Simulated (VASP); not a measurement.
# CaCo (F-43m) in VASP: notebook

CaCo is run at these levels: PBE; tasks: single point, relaxation of cell and atoms.

All numbers are computed with VASP 6.6.1; they aren't measurements. Logs are shortened: lines on timing, memory, paths and dates and some standing lists are left out, and cuts for length are marked.

**1. The cell of the first run**

The structure is cubic, space group F-43m (No. 216). Conventional cell: a = 6.337 Å, b = 6.337 Å, c = 6.337 Å, α = 90.00°, β = 90.00°, γ = 90.00°. Ca (site symmetry -43m) has 4 Co at 2.74 Å within 3.6 Å. Within 3.6 Å of Co (site symmetry -43m) lie 4 Ca at 2.74 Å.

**2. Single point, PBE, collinear spin, ferromagnetic start**

Input file INCAR:

```
SYSTEM = CaCo
PREC = Accurate
ENCUT = 520
EDIFF = 1E-6
ISMEAR = 0
SIGMA = 0.1
LREAL = .False.
LASPH = .True.
NELM = 150
ALGO = Fast
ISIF = 2
LWAVE = .False.
LCHARG = .False.
ISPIN = 2
MAGMOM = 0 1.03
LORBIT = 11
LMAXMIX = 4
GGA = PE
NBANDS = 20
```

Input file KPOINTS:

```
Automatic mesh
0
Gamma
  6 6 6
  0 0 0
```

Input file POSCAR:

```
CaCo
1.0
    0.0000000000      3.1685002452      3.1685002452
    3.1685002452      0.0000000000      3.1685002452
    3.1685002452      3.1685002452      0.0000000000
Ca Co
1 1
Direct
    0.0000000000      0.0000000000      0.0000000000
    0.7500000000      0.7500000000      0.7500000000
```

Potentials or basis: VASP PAW PBE potentials, release 64 (Ca_sv, Co).

Command:

```bash
$ cat potpaw_PBE.64/Ca_sv/POTCAR potpaw_PBE.64/Co/POTCAR > POTCAR
$ mpirun -np 1 vasp_std > vasp.out
```

OUTCAR:

```text
SYSTEM = CaCo
   PREC = Accurate
   ENCUT = 520
   EDIFF = 1E-6
   ISMEAR = 0
   LREAL = .False.
   LASPH = .True.
   NELM = 150
   ISIF = 2
   ISPIN = 2
   LORBIT = 11
   GGA = PE

 ion  position               nearest neighbor table
   1  0.000  0.000  0.000-   2 2.74   2 2.74   2 2.74   2 2.74
   2  0.750  0.750  0.750-   1 2.74   1 2.74   1 2.74   1 2.74

  LATTYP: Found a face centered cubic cell.
 ALAT       =     6.3370004904

  Lattice vectors:

 A1 = (   0.0000000000,   3.1685002452,   3.1685002452)
 A2 = (   3.1685002452,   0.0000000000,   3.1685002452)
 A3 = (   3.1685002452,   3.1685002452,   0.0000000000)

Analysis of symmetry for initial positions (statically):
=====================================================================
 Subroutine PRICEL returns:
 Original cell was already a primitive cell.

 Routine SETGRP: Setting up the symmetry group for a
 face centered cubic supercell.

 Subroutine GETGRP returns: Found 24 space group operations
 (whereof 24 operations were pure point group operations)
 out of a pool of 48 trial point group operations.

The static configuration has the point symmetry T_d .

Analysis of symmetry for dynamics (positions and initial velocities):
=====================================================================
 Subroutine PRICEL returns:
 Original cell was already a primitive cell.

 Routine SETGRP: Setting up the symmetry group for a
 face centered cubic supercell.

 Subroutine GETGRP returns: Found 24 space group operations
 (whereof 24 operations were pure point group operations)
 out of a pool of 48 trial point group operations.

The dynamic configuration has the point symmetry T_d .

Analysis of structural, dynamic, and magnetic symmetry:
=====================================================================
 Subroutine PRICEL returns:
 Original cell was already a primitive cell.

 Routine SETGRP: Setting up the symmetry group for a
 face centered cubic supercell.

 Subroutine GETGRP returns: Found 24 space group operations
 (whereof 24 operations were pure point group operations)
 out of a pool of 48 trial point group operations.

The overall configuration has the point symmetry T_d .

 Subroutine INISYM returns: Found 24 space group operations
 (whereof 24 operations are pure point group operations),
 and found     1 'primitive' translations

----------------------------------------------------------------------------------------

                                     Primitive cell

  volume of cell :      63.6196

  direct lattice vectors                    reciprocal lattice vectors
     0.000000000  3.168500245  3.168500245    -0.157803365  0.157803365  0.157803365
     3.168500245  0.000000000  3.168500245     0.157803365 -0.157803365  0.157803365
     3.168500245  3.168500245  0.000000000     0.157803365  0.157803365 -0.157803365

  length of vectors
     4.480936019  4.480936019  4.480936019     0.273323445  0.273323445  0.273323445

  position of ions in fractional coordinates (direct lattice)
     0.000000000  0.000000000  0.000000000
     0.750000000  0.750000000  0.750000000

  ion indices of the primitive-cell ions
   primitive index   ion index
                 1           1
                 2           2

----------------------------------------------------------------------------------------

 KPOINTS: Automatic mesh

Automatic generation of k-mesh.
 Grid dimensions read from file:
 generate k-points for:    6    6    6

 Generating k-lattice:

  Cartesian coordinates                     Fractional coordinates (reciprocal lattice)
    -0.026300561  0.026300561  0.026300561     0.166666667  0.000000000  0.000000000
     0.026300561 -0.026300561  0.026300561     0.000000000  0.166666667  0.000000000
     0.026300561  0.026300561 -0.026300561     0.000000000  0.000000000  0.166666667

  Length of vectors
     0.045553908  0.045553908  0.045553908

  Shift w.r.t. Gamma in fractional coordinates (k-lattice)
     0.000000000  0.000000000  0.000000000

 Subroutine IBZKPT returns following result:
 ===========================================

 Found     16 irreducible k-points:

 Following reciprocal coordinates:
            Coordinates               Weight
  0.000000  0.000000  0.000000      1.000000
  0.166667  0.000000  0.000000      8.000000
  0.333333  0.000000  0.000000      8.000000
  0.500000  0.000000  0.000000      4.000000
  0.166667  0.166667  0.000000      6.000000
  0.333333  0.166667  0.000000     24.000000
[... 8 lines left out ...]
 -0.333333  0.333333  0.166667     24.000000
 -0.333333  0.500000  0.166667     12.000000
   k-points           NKPTS =     16   k-points in BZ     NKDIM =     16   number of bands    NBANDS=     20
   number of dos      NEDOS =    301   number of ions     NIONS =      2
   total plane-waves  NPLWV =  46656
   dimension x,y,z NGX =    36 NGY =   36 NGZ =   36
   dimension x,y,z NGXF=    72 NGYF=   72 NGZF=   72
   ions per type =               1   1
   NGX,Y,Z   is equivalent  to a cutoff of  13.36, 13.36, 13.36 a.u.
   NGXF,Y,Z  is equivalent  to a cutoff of  26.71, 26.71, 26.71 a.u.
 SYSTEM =  CaCo
   PREC   = accura    normal or accurate (medium, high low for compatibility)
   ISTART =      0    job   : 0-new  1-cont  2-samecut
   ICHARG =      2    charge: 1-file 2-atom 10-const
   ISPIN  =      2    spin polarized calculation?
   LNONCOLLINEAR =      F non collinear calculations
   LSORBIT =      F    spin-orbit coupling
   LASPH  =      T    aspherical Exc in radial PAW
   ENCUT  =  520.0 eV  38.22 Ry    6.18 a.u.   8.33  8.33  8.33*2*pi/ulx,y,z
   NELM   =    150;   NELMIN=  2; NELMDL= -5     # of ELM steps
   EDIFF  = 0.1E-05   stopping-criterion for ELM
   LREAL  =      F    real-space projection
   EDIFFG = 0.1E-04   stopping-criterion for IOM
   NSW    =      0    number of steps for IOM
   IBRION =     -1    ionic relax: 0-MD 1-quasi-New 2-CG
   NFREE  =      0    steps in history (QN), initial steepest desc. (CG)
   ISIF   =      2    stress and relaxation
   ISYM   =      2    0-nonsym 1-usesym 2-fastsym
   POTIM  = 0.5000    time-step for ionic-motion
   TEBEG  =    0.0;   TEEND  =   0.0 temperature during run
   PSTRESS=    0.0 pullay stress
   NELECT =      19.0000    total number of electrons
   NUPDOWN=      -1.0000    fix difference up-down
   EMIN   =  10.00;   EMAX   =-10.00  energy-range for DOS
   EFERMI =   0.00;   METHOD = LEGACY
   ISMEAR =     0;   SIGMA  =   0.10  broadening in eV -4-tet -1-fermi 0-gaus
   EFERMI_NEDOS =   21; number of points for ismear=-14 and -15
   IALGO  =     68    algorithm
   IMIX   =      4    mixing-type and parameters
     AMIX     =   0.40;   BMIX     =  1.00
     AMIX_MAG =   1.60;   BMIX_MAG =  1.00
  volume/ion in A,a.u.               =      31.81       214.66
  Fermi-wavevector in a.u.,A,eV,Ry     =   1.094281  2.067892 16.292316  1.197451
  Thomas-Fermi vector in A             =   2.230583
   LORBIT       =     11    0 simple, 1 ext, 2 COOP (PROOUT), +10 PAW based schemes
   GGA     = PE    functional components
   LHFCALC =     F    Hartree Fock is set to
   AEXX    =    0.0000 exact exchange contribution
   IVDW    =     0    specifies the selected vdW correction
   LEPSILON=     F    determine dielectric tensor
   LRPA    =     F    only Hartree local field effects (RPA)
 spin polarized calculation
 RMM-DIIS sequential band-by-band and
 Gauss-broadening in eV      SIGMA  =   0.10
  energy-cutoff  :      520.00
  volume of cell :       63.62
 maximum number of plane-waves:      1736
 NGX is ok and might be reduce to    36
   NGX = 17   NGY = 17   NGZ = 17

 number of electron      18.9999996 magnetization       1.0950191

 Free energy of the ion-electron system (eV)
  ---------------------------------------------------
  ext. energy  EPLUGINS =         0.00000000
  ---------------------------------------------------
  free energy    TOTEN  =        -6.18784630 eV

  energy without entropy =       -6.17379239  energy(sigma->0) =       -6.18081935

 E-fermi :   2.0385     XC(G=0):  -8.1209

 val. band max:        2.0290736610   @ k =   0.1667   0.1667   0.0000
 cond. band min:       2.0577557719   @ k =   0.0000   0.0000   0.0000
 fundamental gap:      0.0286821109
 Fermi energy:         2.0385352265

 spin component 1

 k-point     1 :       0.0000    0.0000    0.0000
  band No.  band energies     occupation
      1     -38.8351      1.00000
      2     -19.8740      1.00000
      3     -19.8740      1.00000
      4     -19.8740      1.00000
      5      -2.0490      1.00000
      6       0.1566      1.00000
[... 12 lines left out ...]
     19      11.1701      0.00000
     20      12.0508      0.00000
[... 323 lines left out ...]
 k-point    16 :      -0.3333    0.5000    0.1667
  band No.  band energies     occupation
      1     -38.8319      1.00000
      2     -19.9047      1.00000
      3     -19.8918      1.00000
      4     -19.8862      1.00000
      5       0.0071      1.00000
      6       0.2844      1.00000
[... 12 lines left out ...]
     19      11.5797      0.00000
     20      11.7074      0.00000
 Fermi energy:         2.0385352265

 spin component 2

 k-point     1 :       0.0000    0.0000    0.0000
  band No.  band energies     occupation
      1     -38.9099      1.00000
      2     -19.9554      1.00000
      3     -19.9554      1.00000
      4     -19.9554      1.00000
      5      -2.1746      1.00000
      6       1.5551      1.00000
[... 12 lines left out ...]
     19      11.0016      0.00000
     20      12.1061      0.00000
[... 323 lines left out ...]
 k-point    16 :      -0.3333    0.5000    0.1667
  band No.  band energies     occupation
      1     -38.9067      1.00000
      2     -19.9863      1.00000
      3     -19.9735      1.00000
      4     -19.9677      1.00000
      5       1.0647      1.00000
      6       1.0789      1.00000
[... 12 lines left out ...]
     19      11.4031      0.00000
     20      11.4524      0.00000

------------------------ aborting loop because EDIFF is reached ----------------------------------------

  FORCE on cell =-STRESS in cart. coord.  units (eV):
  Direction    XX          YY          ZZ          XY          YZ          ZX
  --------------------------------------------------------------------------------------
  -------------------------------------------------------------------------------------
  Total        0.4952998      0.4952998      0.4952998      0.0000000      0.0000000     -0.0000000
  in kB       12.4734764     12.4734764     12.4734764      0.0000000      0.0000000     -0.0000000
  external PRESSURE =      12.4734764 kB  Pullay stress =       0.0000000 kB

 VOLUME and BASIS-vectors are now :
 -----------------------------------------------------------------------------
  energy-cutoff  :      520.00
  volume of cell :       63.62
      direct lattice vectors                 reciprocal lattice vectors
     0.000000000  3.168500245  3.168500245    -0.157803365  0.157803365  0.157803365
     3.168500245  0.000000000  3.168500245     0.157803365 -0.157803365  0.157803365
     3.168500245  3.168500245  0.000000000     0.157803365  0.157803365 -0.157803365

 POSITION                                       TOTAL-FORCE (eV/Angst)
 -----------------------------------------------------------------------------------
      0.00000      0.00000      0.00000         0.000000      0.000000      0.000000
      4.75275      4.75275      4.75275        -0.000000     -0.000000     -0.000000
 -----------------------------------------------------------------------------------
    total drift:                                0.000000      0.000000     -0.000000

  FREE ENERGIE OF THE ION-ELECTRON SYSTEM (eV)
  ---------------------------------------------------
  free  energy   TOTEN  =        -6.1878463048 eV

  energy  without entropy=       -6.1737923923  energy(sigma->0) =       -6.18081935

 total charge

# of ion       s       p       d       tot
------------------------------------------
    1        2.072   5.834   0.296   8.201
    2        0.566   0.053   7.398   8.017
--------------------------------------------------
tot          2.638   5.887   7.693  16.218

 magnetization (x)

# of ion       s       p       d       tot
------------------------------------------
    1       -0.009  -0.008  -0.066  -0.083
    2        0.017  -0.015   1.429   1.431
--------------------------------------------------
tot          0.008  -0.024   1.363   1.347
```

Wall time 58 s (1 thread of Oxide Virtual Turin-like, shared host); peak memory 0.22 GiB.

Results:

```yaml
Free_energy: -6.1878 eV
Pressure: 1.2 GPa
Net_moment: 1.10 μB per cell
Site_moments: Ca -0.08; Co +1.43 μB
Valence_electrons_inside_the_program's_atomic_spheres: Ca 8.20; Co 8.02
```

(Continued in part 2 of 2.)
